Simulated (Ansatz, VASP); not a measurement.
# Si: VASP beside Ansatz

The input INCAR:

```
SYSTEM = Si
PREC = Accurate ; ENCUT = 500
EDIFF = 1E-6 ; ISMEAR = -1
SIGMA = 0.05 ; LREAL = .FALSE.
LASPH = .TRUE. ; NELM = 120
ALGO = Normal ; ISIF = 2
LWAVE = .FALSE. ; LCHARG = .FALSE.
GGA = PE ; NBANDS = 11
GGA_COMPAT = .FALSE.
```

KPOINTS

```
Automatic mesh
0
G
  3 3 3
  0 0 0
```

Contents of POSCAR:

```
Si
1.0
    0.0000000000      2.7000000000      2.7000000000
    2.7000000000      0.0000000000      2.7000000000
    2.7000000000      2.7000000000      0.0000000000
Si
2
Direct
    0.0000000000      0.0000000000      0.0000000000
    0.2405626122      0.2405626122      0.2405626122
```

Input for Ansatz:

```yaml
crystal:
  atoms:
  - position: [0.0, 0.0, 0.0]
    symbol: Si
  - position: [0.2405626121623441, 0.2405626121623441, 0.2405626121623441]
    symbol: Si
  lattice:
  - [0.0, 2.7, 2.7]
  - [2.7, 0.0, 2.7]
  - [2.7, 2.7, 0.0]
hamiltonian:
  dispersion: none
  pseudopotentials:
    kind: all_electron
    lapw:
      basis_error: 0.025 meV
      muffin_tin_radii: {Si: 1.0372}
    relativity: none
  xc: pbe
kpoints:
  mp_grid:
    grid: [3, 3, 3]
    shift: [0, 0, 0]
magnetization: {spin_polarized: false}
output: {forces: true, stress: true}
scf:
  convergence: {dr2_threshold: 1e-10 eV}
  lower_state_search: 'off'
  max_iter: 200
  occupations: {method: fermi_dirac, width: 0.05}
```

Alike in both runs: task single point; functional PBE; k mesh 3 × 3 × 3; occupations fermi-dirac, width 0.05 eV; no spin polarisation.

|  | VASP | Ansatz |
| --- | --- | --- |
| version | VASP 6.6.1 | Ansatz 0.2 development build |
| potentials or method | VASP PAW PBE potentials, release 64 (Si), cutoff 500 eV | all-electron full-potential LAPW, non-relativistic |

```csv
,VASP,Ansatz,Ansatz less VASP
pressure (GPa),6.1,6.2,+0.10
"traceless stress, the component that is largest in VASP (GPa)",2.45,2.49,+0.035
rms of the force components (eV/Å),0.876,0.882,+0.0056
```

Atom by atom the forces differ by 0.006 eV/Å (rms over components). Ansatz ran all-electron here, and VASP with PAW potentials.

The k mesh is coarse, so the values compare programs but aren't converged.
